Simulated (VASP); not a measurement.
# Ti6O (P-31m) in VASP: further runs

Runs on Ti6O. Level: PBEsol. Tasks: single point.

Everything below comes from runs of VASP 6.6.1. Logs are shortened: lines on timing, memory, paths and dates and some standing lists are left out, and cuts for length are marked.

## (1) The cell of the first run

Symmetry: P-31m, No. 162, trigonal system. Conventional cell: a = 4.839 Å, b = 4.839 Å, c = 4.500 Å, α = 90.00°, β = 90.00°, γ = 120.00°. Within 2.7 Å of Ti (site symmetry m) lie 1 O at 2.00 Å and 1 Ti at 2.68 Å. Within 2.7 Å of O (site symmetry -3m) lie 6 Ti at 2.00 Å.

## (2) Single point, PBEsol (volume scaled by 0.88, then relaxed in part)

Contents of INCAR:

```
ALGO = Normal
EDIFF = 1E-6
ENCUT = 520
GGA = PS
ISIF = 2
ISMEAR = 0
LASPH = True
LCHARG = True
LELF = True
LREAL = False
LVHAR = True
LWAVE = False
NBANDS = 48
NELM = 100
PREC = Accurate
SIGMA = 0.1
```

Contents of KPOINTS:

```
k-points
0
Gamma
  12 12 8
```

Contents of POSCAR:

```
Ti6O
1.0
    4.8388471040      0.0000000000      0.0000000000
   -2.4194235520      4.1905645171      0.0000000000
    0.0000000000      0.0000000000      4.5000107466
Ti O
6 1
Direct
    0.3356738439      0.0000000000      0.2598643788
    0.0000000000      0.3356738439      0.2598643788
    0.6643261561      0.6643261561      0.2598643788
    0.0000000000      0.6643261561      0.7401356212
    0.6643261561      0.0000000000      0.7401356212
    0.3356738439      0.3356738439      0.7401356212
    0.0000000000      0.0000000000      0.0000000000
```

Potentials or basis: VASP PAW PBE potentials, release 64 (Ti_sv, O).

The run is started by

```console
$ cat potpaw_PBE.64/Ti_sv/POTCAR potpaw_PBE.64/O/POTCAR > POTCAR
$ mpirun -np 1 vasp_std > vasp.out
```

OUTCAR:

```text
EDIFF = 1E-6
   ENCUT = 520
   GGA = PS
   ISIF = 2
   ISMEAR = 0
   LASPH = True
   LREAL = False
   NELM = 100
   PREC = Accurate

 ion  position               nearest neighbor table
   1  0.336  0.000  0.260-   7 2.00   5 2.68   6 2.70   4 2.70   2 2.78   3 2.78   3 2.78   2 2.78
                             2 2.81   3 2.81   5 2.83   4 2.85   6 2.85
   2  0.000  0.336  0.260-   7 2.00   4 2.68   6 2.70   5 2.70   3 2.78   3 2.78   1 2.78   1 2.78
                             1 2.81   3 2.81   4 2.83   6 2.85   5 2.85
   3  0.664  0.664  0.260-   7 2.00   6 2.68   4 2.70   5 2.70   2 2.78   2 2.78   1 2.78   1 2.78
                             1 2.81   2 2.81   6 2.83   4 2.85   5 2.85
   4  0.000  0.664  0.740-   7 2.00   2 2.68   3 2.70   1 2.70   6 2.78   6 2.78   5 2.78   5 2.78
                             5 2.81   6 2.81   2 2.83   3 2.85   1 2.85
   5  0.664  0.000  0.740-   7 2.00   1 2.68   3 2.70   2 2.70   6 2.78   4 2.78   6 2.78   4 2.78
                             6 2.81   4 2.81   1 2.83   2 2.85   3 2.85
   6  0.336  0.336  0.740-   7 2.00   3 2.68   2 2.70   1 2.70   4 2.78   4 2.78   5 2.78   5 2.78
                             5 2.81   4 2.81   3 2.83   2 2.85   1 2.85
   7  0.000  0.000  0.000-   1 2.00   5 2.00   3 2.00   4 2.00   2 2.00   6 2.00

  LATTYP: Found a hexagonal cell.
 ALAT       =     4.8388471040
 C/A-ratio  =     0.9299758083

  Lattice vectors:

 A1 = (   4.8388471040,   0.0000000000,   0.0000000000)
 A2 = (  -2.4194235520,   4.1905645171,   0.0000000000)
 A3 = (   0.0000000000,   0.0000000000,   4.5000107466)

Analysis of symmetry for initial positions (statically):
=====================================================================
 Subroutine PRICEL returns:
 Original cell was already a primitive cell.

 Routine SETGRP: Setting up the symmetry group for a
 hexagonal supercell.

 Subroutine GETGRP returns: Found 12 space group operations
 (whereof 12 operations were pure point group operations)
 out of a pool of 24 trial point group operations.

The static configuration has the point symmetry D_3d.

Analysis of symmetry for dynamics (positions and initial velocities):
=====================================================================
 Subroutine PRICEL returns:
 Original cell was already a primitive cell.

 Routine SETGRP: Setting up the symmetry group for a
 hexagonal supercell.

 Subroutine GETGRP returns: Found 12 space group operations
 (whereof 12 operations were pure point group operations)
 out of a pool of 24 trial point group operations.

The dynamic configuration has the point symmetry D_3d.

 Subroutine INISYM returns: Found 12 space group operations
[... 108 lines left out ...]
   LREAL  =      F    real-space projection
   EDIFFG = 0.1E-04   stopping-criterion for IOM
   NSW    =      0    number of steps for IOM
   IBRION =     -1    ionic relax: 0-MD 1-quasi-New 2-CG
   NFREE  =      0    steps in history (QN), initial steepest desc. (CG)
   ISIF   =      2    stress and relaxation
   ISYM   =      2    0-nonsym 1-usesym 2-fastsym
   POTIM  = 0.5000    time-step for ionic-motion
   TEBEG  =    0.0;   TEEND  =   0.0 temperature during run
   PSTRESS=    0.0 pullay stress
   NELECT =      78.0000    total number of electrons
   NUPDOWN=      -1.0000    fix difference up-down
   EMIN   =  10.00;   EMAX   =-10.00  energy-range for DOS
   EFERMI =   0.00;   METHOD = LEGACY
   ISMEAR =     0;   SIGMA  =   0.10  broadening in eV -4-tet -1-fermi 0-gaus
   EFERMI_NEDOS =   21; number of points for ismear=-14 and -15
   IALGO  =     38    algorithm
   IMIX   =      4    mixing-type and parameters
     AMIX     =   0.40;   BMIX     =  1.00
     AMIX_MAG =   1.60;   BMIX_MAG =  1.00
  volume/ion in A,a.u.               =      13.04        87.97
  Fermi-wavevector in a.u.,A,eV,Ry     =   1.553688  2.936044 32.843719  2.413945
  Thomas-Fermi vector in A             =   2.657882
   LORBIT       =      0    0 simple, 1 ext, 2 COOP (PROOUT), +10 PAW based schemes
   GGA     = PS    functional components
   LHFCALC =     F    Hartree Fock is set to
   AEXX    =    0.0000 exact exchange contribution
   IVDW    =     0    specifies the selected vdW correction
   LEPSILON=     F    determine dielectric tensor
   LRPA    =     F    only Hartree local field effects (RPA)
 non-spin polarized calculation
 Gauss-broadening in eV      SIGMA  =   0.10
  energy-cutoff  :      520.00
  volume of cell :       91.25
 maximum number of plane-waves:      2479
   NGX = 17   NGY = 17   NGZ = 17

 number of electron      77.9999990 magnetization

 Free energy of the ion-electron system (eV)
  ---------------------------------------------------
  ext. energy  EPLUGINS =         0.00000000
  ---------------------------------------------------
  free energy    TOTEN  =       -60.43922484 eV

  energy without entropy =      -60.41929060  energy(sigma->0) =      -60.42925772

 E-fermi :  10.2696     XC(G=0): -12.6819

 val. band max:       10.2664142826   @ k =   0.2500   0.0833   0.1250
 cond. band min:      10.2742482438   @ k =   0.0833   0.0833   0.0000
 fundamental gap:      0.0078339612
 Fermi energy:        10.2695592756

 k-point     1 :       0.0000    0.0000    0.0000
  band No.  band energies     occupation
      1     -46.0862      2.00000
      2     -45.8468      2.00000
      3     -45.8123      2.00000
      4     -45.8123      2.00000
      5     -45.8098      2.00000
      6     -45.8098      2.00000
[... 1213 lines left out ...]
     47      12.0083      0.00000
     48      12.5645      0.00000

 [... further k-points ...]
[... 5 lines left out ...]
  --------------------------------------------------------------------------------------
  -------------------------------------------------------------------------------------
  Total       13.0814131     13.0814131     13.0967528     -0.0000000     -0.0000000      0.0000000
  in kB      229.6874466    229.6874466    229.9567862     -0.0000000     -0.0000000      0.0000000
  external PRESSURE =     229.7772265 kB  Pullay stress =       0.0000000 kB

 VOLUME and BASIS-vectors are now :
 -----------------------------------------------------------------------------
  energy-cutoff  :      520.00
  volume of cell :       91.25
      direct lattice vectors                 reciprocal lattice vectors
     4.838847104  0.000000000  0.000000000     0.206660797  0.119315667  0.000000000
    -2.419423552  4.190564517  0.000000000     0.000000000  0.238631334  0.000000000
     0.000000000  0.000000000  4.500010747     0.000000000  0.000000000  0.222221692

 POSITION                                       TOTAL-FORCE (eV/Angst)
 -----------------------------------------------------------------------------------
      1.62427      0.00000      1.16939         0.042749     -0.000000      0.040102
     -0.81214      1.40666      1.16939        -0.021375      0.037022      0.040102
      1.60729      2.78390      1.16939        -0.021375     -0.037022      0.040102
     -1.60729      2.78390      3.33062         0.021375     -0.037022     -0.040102
      3.21457      0.00000      3.33062        -0.042749      0.000000     -0.040102
      0.81214      1.40666      3.33062         0.021375      0.037022     -0.040102
      0.00000      0.00000      0.00000         0.000000      0.000000      0.000000
 -----------------------------------------------------------------------------------
    total drift:                               -0.000000      0.000000     -0.000000

  FREE ENERGIE OF THE ION-ELECTRON SYSTEM (eV)
  ---------------------------------------------------
  free  energy   TOTEN  =       -60.4392248424 eV

  energy  without entropy=      -60.4192906011  energy(sigma->0) =      -60.42925772
```

Run time: 3.9 min. Hardware: 1 thread of Intel Xeon 6975P-C (Granite Rapids), shared host; peak memory 0.49 GiB.

Results:

```
Free energy            : -60.4392 eV
Pressure               : 23.0 GPa
Largest force          : 0.059 eV/Å
Band gap on the k mesh : zero (band 39 reaches 10.59 eV, above the bottom of band 40 at 10.01 eV)
```

Forces on the atoms (eV/Å):
```
Ti   0.043  0.000  0.040
Ti  -0.021  0.037  0.040
Ti  -0.021 -0.037  0.040
Ti   0.021 -0.037 -0.040
Ti  -0.043  0.000 -0.040
Ti   0.021  0.037 -0.040
O    0.000  0.000  0.000
```

Caveat: the PAW data sets were made with another functional, which shifts forces and pressure a little.

## (3) Single point, PBEsol (volume scaled by 0.91, then relaxed in part)

Contents of INCAR:

```
SYSTEM = Ti6O
ALGO = Normal ; EDIFF = 1E-6
ENCUT = 520 ; GGA = PS
ISIF = 2 ; ISMEAR = 0
LASPH = .True. ; LCHARG = .True.
LELF = .True. ; LREAL = .False.
LVHAR = .True. ; LWAVE = .False.
NBANDS = 48 ; NELM = 100
PREC = Accurate ; SIGMA = 0.1
```

Contents of KPOINTS:

```
k-points
0
Gamma
  12 12 8
  0 0 0
```

Contents of POSCAR:

```
Ti6O
1.0
    4.8933598428      0.0000000000      0.0000000000
   -2.4466799214      4.2377739337      0.0000000000
    0.0000000000      0.0000000000      4.5503181539
Ti O
6 1
Direct
    0.3345527031      0.0000000000      0.2598453421
    0.0000000000      0.3345527031      0.2598453421
    0.6654472969      0.6654472969      0.2598453421
    0.0000000000      0.6654472969      0.7401546579
    0.6654472969      0.0000000000      0.7401546579
    0.3345527031      0.3345527031      0.7401546579
    0.0000000000      0.0000000000      0.0000000000
```

Potentials or basis: VASP PAW PBE potentials, release 64 (Ti_sv, O).

The run is started by

```console
$ cat potpaw_PBE.64/Ti_sv/POTCAR potpaw_PBE.64/O/POTCAR > POTCAR
$ mpirun -np 1 vasp_std > vasp.out
```

It took 4.1 min on 1 thread of Intel Xeon 6975P-C (Granite Rapids), shared host; peak memory 0.51 GiB.

It converged, with:

| Item | Value |
| --- | --- |
| Free energy | -60.8159 eV |
| Pressure | 15.9 GPa |
| Largest force | 0.050 eV/Å |
| Band gap on the k mesh | zero (band 39 reaches 10.18 eV, above the bottom of band 40 at 9.62 eV) |

Forces on the atoms (eV/Å):
```
Ti   0.039  0.000  0.031
Ti  -0.020  0.034  0.031
Ti  -0.020 -0.034  0.031
Ti   0.020 -0.034 -0.031
Ti  -0.039  0.000 -0.031
Ti   0.020  0.034 -0.031
O    0.000  0.000  0.000
```

Levels at points of the mesh, in eV from the Fermi level:
| k point | band 37 | band 38 | band 39 | band 40 | band 41 | band 42 |
| --- | --- | --- | --- | --- | --- | --- |
| (0.00, 0.00, 0.00) | -1.03 | 0.13 | 0.22 | 0.22 | 0.72 | 0.72 |
| (0.50, 0.00, 0.00) | -1.19 | -0.52 | -0.35 | 0.52 | 0.76 | 0.78 |
| (0.00, 0.00, 0.50) | -0.47 | -0.47 | -0.21 | -0.21 | 0.28 | 0.28 |
| (0.50, 0.00, 0.50) | -0.73 | -0.52 | -0.46 | -0.25 | 0.18 | 0.83 |

Caveat: the PAW data sets were made with another functional, which shifts forces and pressure a little.
